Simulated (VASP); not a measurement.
# WS2 (P6_3/mmc) in VASP: single point with LDA

Aim: the single point of WS2 with LDA.

Program: VASP 6.6.1. These are calculated values, not measurements. Logs are shortened: lines on timing, memory, paths and dates and some standing lists are left out, and cuts for length are marked.

### Step 1. The cell of the first run

Symmetry: P6_3/mmc, No. 194, hexagonal system. The conventional cell has a = 3.127 Å, b = 3.127 Å, c = 12.152 Å, α = 90.00°, β = 90.00°, γ = 120.00°. W (site symmetry -6m2) has 6 S at 2.39 Å and 6 W at 3.13 Å within 3.2 Å. Within 3.2 Å of S (site symmetry 3m) lie 3 W at 2.39 Å and 7 S at 3.12 to 3.13 Å.

### Step 2. Single point, LDA (engineering shear strain xz +0.0000, engineering shear strain yz +0.0000)

File INCAR:

```
SYSTEM = WS2
ALGO = Normal
EDIFF = 1E-7
ENCUT = 520
GGA = CA
ISIF = 2
ISMEAR = 0
LASPH = .True.
LCHARG = .False.
LREAL = .False.
LWAVE = .False.
NBANDS = 35
NELM = 60
PREC = Accurate
SIGMA = 0.05
```

File KPOINTS:

```
k-points
0
Gamma
  12 12 4
  0 0 0
```

File POSCAR:

```
WS2
1.0
    3.1265905160      0.0000000000      0.0000000000
   -1.5632952580      2.7077068141      0.0000000000
    0.0000000000      0.0000000000     12.1520250223
W S
2 4
Direct
    0.3333333333      0.6666666667      0.2500000000
    0.6666666667      0.3333333333      0.7500000000
    0.3333333333      0.6666666667      0.6214323947
    0.6666666667      0.3333333333      0.1214323947
    0.3333333333      0.6666666667      0.8785676053
    0.6666666667      0.3333333333      0.3785676053
```

Potentials or basis: VASP PAW LDA potentials, release 64 (W_sv, S).

Started as:

```bash
$ cat potpaw_LDA.64/W_sv/POTCAR potpaw_LDA.64/S/POTCAR > POTCAR
$ mpirun -np 1 vasp_std > vasp.out
```

OUTCAR:

```text
SYSTEM = WS2
   EDIFF = 1E-7
   ENCUT = 520
   GGA = CA
   ISIF = 2
   ISMEAR = 0
   LASPH = .True.
   LREAL = .False.
   NELM = 60
   PREC = Accurate

 ion  position               nearest neighbor table
   1  0.333  0.667  0.250-   4 2.39   6 2.39   4 2.39   6 2.39   4 2.39   6 2.39
   2  0.667  0.333  0.750-   3 2.39   5 2.39   3 2.39   5 2.39   3 2.39   5 2.39
   3  0.333  0.667  0.621-   2 2.39   2 2.39   2 2.39
   4  0.667  0.333  0.121-   1 2.39   1 2.39   1 2.39
   5  0.333  0.667  0.879-   2 2.39   2 2.39   2 2.39
   6  0.667  0.333  0.379-   1 2.39   1 2.39   1 2.39

  LATTYP: Found a hexagonal cell.
 ALAT       =     3.1265905160
 C/A-ratio  =     3.8866698278

  Lattice vectors:

 A1 = (   3.1265905160,   0.0000000000,   0.0000000000)
 A2 = (  -1.5632952580,   2.7077068141,   0.0000000000)
 A3 = (   0.0000000000,   0.0000000000,  12.1520250223)

Analysis of symmetry for initial positions (statically):
=====================================================================
 Subroutine PRICEL returns:
 Original cell was already a primitive cell.

 Routine SETGRP: Setting up the symmetry group for a
 hexagonal supercell.

 Subroutine GETGRP returns: Found 24 space group operations
 (whereof 12 operations were pure point group operations)
 out of a pool of 24 trial point group operations.

The static configuration has the point symmetry D_3d.
 The point group associated with its full space group is D_6h.

Analysis of symmetry for dynamics (positions and initial velocities):
=====================================================================
 Subroutine PRICEL returns:
 Original cell was already a primitive cell.

 Routine SETGRP: Setting up the symmetry group for a
 hexagonal supercell.

 Subroutine GETGRP returns: Found 24 space group operations
 (whereof 12 operations were pure point group operations)
 out of a pool of 24 trial point group operations.

The dynamic configuration has the point symmetry D_3d.
 The point group associated with its full space group is D_6h.

 Subroutine INISYM returns: Found 24 space group operations
 (whereof 12 operations are pure point group operations),
 and found     1 'primitive' translations

----------------------------------------------------------------------------------------

                                     Primitive cell

  volume of cell :     102.8777

  direct lattice vectors                    reciprocal lattice vectors
     3.126590516  0.000000000  0.000000000     0.319837214  0.184658102  0.000000000
    -1.563295258  2.707706814  0.000000000     0.000000000  0.369316203  0.000000000
     0.000000000  0.000000000 12.152025022     0.000000000  0.000000000  0.082290811

  length of vectors
     3.126590516  3.126590516 12.152025022     0.369316203  0.369316203  0.082290811

  position of ions in fractional coordinates (direct lattice)
     0.333333333  0.666666667  0.250000000
     0.666666667  0.333333333  0.750000000
     0.333333333  0.666666667  0.621432395
     0.666666667  0.333333333  0.121432395
     0.333333333  0.666666667  0.878567605
     0.666666667  0.333333333  0.378567605

  ion indices of the primitive-cell ions
   primitive index   ion index
                 1           1
                 2           2
                 3           3
                 4           4
                 5           5
                 6           6

----------------------------------------------------------------------------------------

 KPOINTS: k-points

Automatic generation of k-mesh.
 Grid dimensions read from file:
 generate k-points for:   12   12    4

 Generating k-lattice:

  Cartesian coordinates                     Fractional coordinates (reciprocal lattice)
     0.026653101  0.015388175  0.000000000     0.083333333  0.000000000  0.000000000
     0.000000000  0.030776350  0.000000000     0.000000000  0.083333333  0.000000000
     0.000000000  0.000000000  0.020572703     0.000000000  0.000000000  0.250000000

  Length of vectors
     0.030776350  0.030776350  0.020572703

  Shift w.r.t. Gamma in fractional coordinates (k-lattice)
     0.000000000  0.000000000  0.000000000

 Subroutine IBZKPT returns following result:
 ===========================================

 Found     57 irreducible k-points:

 Following reciprocal coordinates:
            Coordinates               Weight
  0.000000  0.000000  0.000000      1.000000
  0.083333  0.000000  0.000000      6.000000
  0.166667  0.000000  0.000000      6.000000
  0.250000 -0.000000  0.000000      6.000000
  0.333333  0.000000  0.000000      6.000000
  0.416667  0.000000  0.000000      6.000000
[... 16 lines left out ...]
  0.250000 -0.000000  0.250000     12.000000
  0.333333  0.000000  0.250000     12.000000
 [... further k-points ...]
   k-points           NKPTS =     57   k-points in BZ     NKDIM =     57   number of bands    NBANDS=     35
   number of dos      NEDOS =    301   number of ions     NIONS =      6
   total plane-waves  NPLWV =  51840
   dimension x,y,z NGX =    24 NGY =   24 NGZ =   90
   dimension x,y,z NGXF=    48 NGYF=   48 NGZF=  180
   ions per type =               2   4
   NGX,Y,Z   is equivalent  to a cutoff of  12.76, 12.76, 12.31 a.u.
   NGXF,Y,Z  is equivalent  to a cutoff of  25.52, 25.52, 24.62 a.u.
 SYSTEM =  WS2
   PREC   = accura    normal or accurate (medium, high low for compatibility)
   ISTART =      0    job   : 0-new  1-cont  2-samecut
   ICHARG =      2    charge: 1-file 2-atom 10-const
   ISPIN  =      1    spin polarized calculation?
   LNONCOLLINEAR =      F non collinear calculations
   LSORBIT =      F    spin-orbit coupling
   LASPH  =      T    aspherical Exc in radial PAW
   ENCUT  =  520.0 eV  38.22 Ry    6.18 a.u.   5.81  5.81 22.59*2*pi/ulx,y,z
   NELM   =     60;   NELMIN=  2; NELMDL= -5     # of ELM steps
   EDIFF  = 0.1E-06   stopping-criterion for ELM
   LREAL  =      F    real-space projection
   EDIFFG = 0.1E-05   stopping-criterion for IOM
   NSW    =      0    number of steps for IOM
   IBRION =     -1    ionic relax: 0-MD 1-quasi-New 2-CG
   NFREE  =      0    steps in history (QN), initial steepest desc. (CG)
   ISIF   =      2    stress and relaxation
   ISYM   =      2    0-nonsym 1-usesym 2-fastsym
   POTIM  = 0.5000    time-step for ionic-motion
   TEBEG  =    0.0;   TEEND  =   0.0 temperature during run
   PSTRESS=    0.0 pullay stress
   NELECT =      52.0000    total number of electrons
   NUPDOWN=      -1.0000    fix difference up-down
   EMIN   =  10.00;   EMAX   =-10.00  energy-range for DOS
   EFERMI =   0.00;   METHOD = LEGACY
   ISMEAR =     0;   SIGMA  =   0.05  broadening in eV -4-tet -1-fermi 0-gaus
   EFERMI_NEDOS =   21; number of points for ismear=-14 and -15
   IALGO  =     38    algorithm
   IMIX   =      4    mixing-type and parameters
     AMIX     =   0.40;   BMIX     =  1.00
     AMIX_MAG =   1.60;   BMIX_MAG =  1.00
  volume/ion in A,a.u.               =      17.15       115.71
  Fermi-wavevector in a.u.,A,eV,Ry     =   1.304074  2.464342 23.138184  1.700609
  Thomas-Fermi vector in A             =   2.435034
   LORBIT       =      0    0 simple, 1 ext, 2 COOP (PROOUT), +10 PAW based schemes
   GGA     = CA    functional components
   LHFCALC =     F    Hartree Fock is set to
   AEXX    =    0.0000 exact exchange contribution
   IVDW    =     0    specifies the selected vdW correction
   LEPSILON=     F    determine dielectric tensor
   LRPA    =     F    only Hartree local field effects (RPA)
 non-spin polarized calculation
 Gauss-broadening in eV      SIGMA  =   0.05
  energy-cutoff  :      520.00
  volume of cell :      102.88
 maximum number of plane-waves:      2792
 NGX is ok and might be reduce to    24
   NGX = 11   NGY = 11   NGZ = 45

 number of electron      51.9999994 magnetization

 Free energy of the ion-electron system (eV)
  ---------------------------------------------------
  ext. energy  EPLUGINS =         0.00000000
  ---------------------------------------------------
  free energy    TOTEN  =       -52.52602130 eV

  energy without entropy =      -52.52602130  energy(sigma->0) =      -52.52602130

 E-fermi :   8.1085     XC(G=0): -11.4248

 val. band max:        7.7869902138   @ k =   0.0000   0.0000   0.0000
 cond. band min:       8.6360390578   @ k =   0.1667   0.1667   0.0000
 fundamental gap:      0.8490488441
 Fermi energy:         8.1084693252

 k-point     1 :       0.0000    0.0000    0.0000
  band No.  band energies     occupation
      1     -66.3651      2.00000
      2     -66.3651      2.00000
      3     -30.9275      2.00000
      4     -30.9274      2.00000
      5     -30.7067      2.00000
      6     -30.7067      2.00000
[... 27 lines left out ...]
     34      10.4029      0.00000
     35      12.6266      0.00000

 k-point     2 :       0.0833    0.0000    0.0000
  band No.  band energies     occupation
      1     -66.3636      2.00000
      2     -66.3636      2.00000
      3     -30.9223      2.00000
      4     -30.9223      2.00000
      5     -30.7352      2.00000
      6     -30.7352      2.00000
[... 27 lines left out ...]
     34      10.3670      0.00000
     35      13.1910      0.00000

 k-point     3 :       0.1667    0.0000    0.0000
  band No.  band energies     occupation
      1     -66.3594      2.00000
      2     -66.3594      2.00000
      3     -30.9081      2.00000
      4     -30.9081      2.00000
      5     -30.8123      2.00000
      6     -30.8123      2.00000
[... 27 lines left out ...]
     34      10.9309      0.00000
     35      14.2985      0.00000

 k-point     4 :       0.2500   -0.0000    0.0000
  band No.  band energies     occupation
      1     -66.3538      2.00000
      2     -66.3538      2.00000
      3     -30.9162      2.00000
      4     -30.9162      2.00000
      5     -30.8887      2.00000
      6     -30.8886      2.00000
[... 27 lines left out ...]
     34      11.5223      0.00000
     35      14.6183      0.00000

 k-point     5 :       0.3333    0.0000    0.0000
  band No.  band energies     occupation
      1     -66.3482      2.00000
      2     -66.3482      2.00000
      3     -31.0183      2.00000
      4     -31.0183      2.00000
      5     -30.8692      2.00000
      6     -30.8691      2.00000
[... 638 lines left out ...]
 k-point    22 :       0.1667    0.0000    0.2500
  band No.  band energies     occupation
      1     -66.3594      2.00000
      2     -66.3594      2.00000
      3     -30.9081      2.00000
      4     -30.9081      2.00000
      5     -30.8124      2.00000
      6     -30.8124      2.00000
[... 27 lines left out ...]
     34      10.9140      0.00000
     35      14.3312      0.00000

 k-point    23 :       0.2500   -0.0000    0.2500
  band No.  band energies     occupation
      1     -66.3538      2.00000
      2     -66.3538      2.00000
      3     -30.9162      2.00000
      4     -30.9162      2.00000
      5     -30.8887      2.00000
      6     -30.8887      2.00000
[... 27 lines left out ...]
     34      11.4847      0.00000
     35      14.4895      0.00000

 k-point    24 :       0.3333    0.0000    0.2500
  band No.  band energies     occupation
      1     -66.3482      2.00000
      2     -66.3482      2.00000
      3     -31.0183      2.00000
      4     -31.0183      2.00000
      5     -30.8692      2.00000
      6     -30.8692      2.00000
[... 27 lines left out ...]
     34      11.8991      0.00000
     35      13.5455      0.00000

 [... further k-points ...]

------------------------ aborting loop because EDIFF is reached ----------------------------------------

  FORCE on cell =-STRESS in cart. coord.  units (eV):
  Direction    XX          YY          ZZ          XY          YZ          ZX
  --------------------------------------------------------------------------------------
  -------------------------------------------------------------------------------------
  Total        0.2669213      0.2669213      0.2461527      0.0000000      0.0000000     -0.0000000
  in kB        4.1569282      4.1569282      3.8334858      0.0000000      0.0000000     -0.0000000
  external PRESSURE =       4.0491140 kB  Pullay stress =       0.0000000 kB

 VOLUME and BASIS-vectors are now :
 -----------------------------------------------------------------------------
  energy-cutoff  :      520.00
  volume of cell :      102.88
      direct lattice vectors                 reciprocal lattice vectors
     3.126590516  0.000000000  0.000000000     0.319837214  0.184658102  0.000000000
    -1.563295258  2.707706814  0.000000000     0.000000000  0.369316203  0.000000000
     0.000000000  0.000000000 12.152025022     0.000000000  0.000000000  0.082290811

 POSITION                                       TOTAL-FORCE (eV/Angst)
 -----------------------------------------------------------------------------------
     -0.00000      1.80514      3.03801        -0.000000     -0.000000      0.000000
      1.56330      0.90257      9.11402        -0.000000      0.000000      0.000000
     -0.00000      1.80514      7.55166         0.000000     -0.000000     -0.041894
      1.56330      0.90257      1.47565        -0.000000      0.000000     -0.041894
     -0.00000      1.80514     10.67638         0.000000     -0.000000      0.041894
      1.56330      0.90257      4.60036        -0.000000     -0.000000      0.041894
 -----------------------------------------------------------------------------------
    total drift:                               -0.000000      0.000000     -0.000000

  FREE ENERGIE OF THE ION-ELECTRON SYSTEM (eV)
  ---------------------------------------------------
  free  energy   TOTEN  =       -52.5260212958 eV

  energy  without entropy=      -52.5260212958  energy(sigma->0) =      -52.52602130
```

Wall time 5.9 min (1 thread of AMD EPYC 7R43 (Zen 3), shared host); peak memory 0.25 GiB.

What came out:

| Item | Value |
| --- | --- |
| Free energy | -52.5260 eV |
| Pressure | 0.4 GPa |
| Largest force | 0.042 eV/Å |
| Band gap on the k mesh | 0.85 eV (least direct gap 1.89 eV) |

Forces on the atoms (eV/Å):
```
W    0.000  0.000  0.000
W    0.000  0.000  0.000
S    0.000  0.000 -0.042
S    0.000  0.000 -0.042
S    0.000  0.000  0.042
S    0.000  0.000  0.042
```

Levels at points of the mesh, in eV from the valence-band top:
```csv
k point,band 23,band 24,band 25,band 26,band 27,band 28,band 29,band 30
"(0.00, 0.00, 0.00)",-2.24,-1.44,-1.40,0.00,2.32,2.32,2.33,2.33
"(0.50, 0.00, 0.00)",-1.97,-1.78,-1.73,-1.59,2.33,2.38,2.55,2.94
"(0.00, 0.00, 0.50)",-2.27,-2.27,-0.33,-0.33,2.31,2.31,2.31,2.31
"(0.50, 0.00, 0.50)",-1.85,-1.85,-1.67,-1.67,2.35,2.35,2.78,2.78
```

Caveat: the cell differs from its parent crystal (engineering shear strain xz +0.0000, engineering shear strain yz +0.0000); spin-orbit coupling is left out, which moves the levels of the heavy elements.
